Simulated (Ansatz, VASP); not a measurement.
Two plane-wave programs on MgO

INCAR

```
SYSTEM = MgO
PREC = Accurate
ENCUT = 520
EDIFF = 1E-7
ISMEAR = 0
SIGMA = 0.05
LREAL = .FALSE.
LASPH = .TRUE.
NELM = 80
ALGO = Normal
ISIF = 2
LWAVE = .FALSE.
LCHARG = .FALSE.
GGA = PS
NBANDS = 16
```

KPOINTS

```
regular mesh
0
G
  9 9 6
  0 0 0
```

Contents of POSCAR:

```
MgO
1.0
    3.2605657016      0.0000000000      0.0000000000
   -1.6302828508      2.8237327283      0.0000000000
    0.0000000000      0.0000000000      5.1523459217
Mg O
2 2
Direct
    0.3333333333      0.6666666667      0.0508752499
    0.6666666667      0.3333333333      0.5508752499
    0.3333333333      0.6666666667      0.4009416620
    0.6666666667      0.3333333333      0.9009416620
```

Input for Ansatz:

```yaml
crystal:
  lattice:
    - [3.2605657016, 0.0, 0.0]
    - [-1.6302828508, 2.8237327283, 0.0]
    - [0.0, 0.0, 5.1523459217]
  atoms:
    - { symbol: Mg, position: [0.3333333333, 0.6666666667, 0.0508752499] }
    - { symbol: Mg, position: [0.6666666667, 0.3333333333, 0.5508752499] }
    - { symbol: O, position: [0.3333333333, 0.6666666667, 0.400941662] }
    - { symbol: O, position: [0.6666666667, 0.3333333333, 0.900941662] }
basis:
  ecutwfc: 520.0
kpoints:
  mp_grid: { grid: [9, 9, 6] }
hamiltonian:
  xc: pbesol
  pseudopotentials: { kind: paw, azcp: { folder: soft_1 } }
scf:
  occupations: { method: gaussian, width: 0.05 }
output:
  forces: true
  stress: true
  eigenvalues: true
```

Alike in both runs: task single point; functional PBEsol; k mesh 9 × 9 × 6; occupations gaussian, width 0.05 eV; no spin polarisation.

|  | VASP | Ansatz |
| --- | --- | --- |
| version | VASP 6.6.1 | Ansatz 0.2.0 |
| potentials or method | VASP PAW PBE potentials, release 64 (Mg, O), cutoff 520 eV | scalar-relativistic, plane waves, PAW |
| valence electrons in the cell | 16 | 32 |

Ansatz gave:

* gap on the k mesh at the Fermi level (eV): 3.57
* least direct gap on the mesh (eV): 3.57
* pressure (GPa): 4.2
* traceless stress, the component that is largest in VASP (GPa): 16.01
* rms of the force components (eV/Å): 1.374

**Question.** What did VASP give for the same quantities?

**Answer.** gap on the k mesh at the Fermi level (eV): 3.57; least direct gap on the mesh (eV): 3.57; pressure (GPa): 4.1; traceless stress, the component that is largest in VASP (GPa): 16.47; rms of the force components (eV/Å): 1.405.

VASP's potentials were made for PBE, not for PBEsol, and Ansatz warns of the same on its side. Atom by atom the forces differ by 0.032 eV/Å (rms over components). The functional is the same, so the differences come from potentials, cutoffs and numerics. VASP's potentials hold 16 valence electrons a cell and Ansatz's 32, so a difference there can come from the potentials and not from the codes.
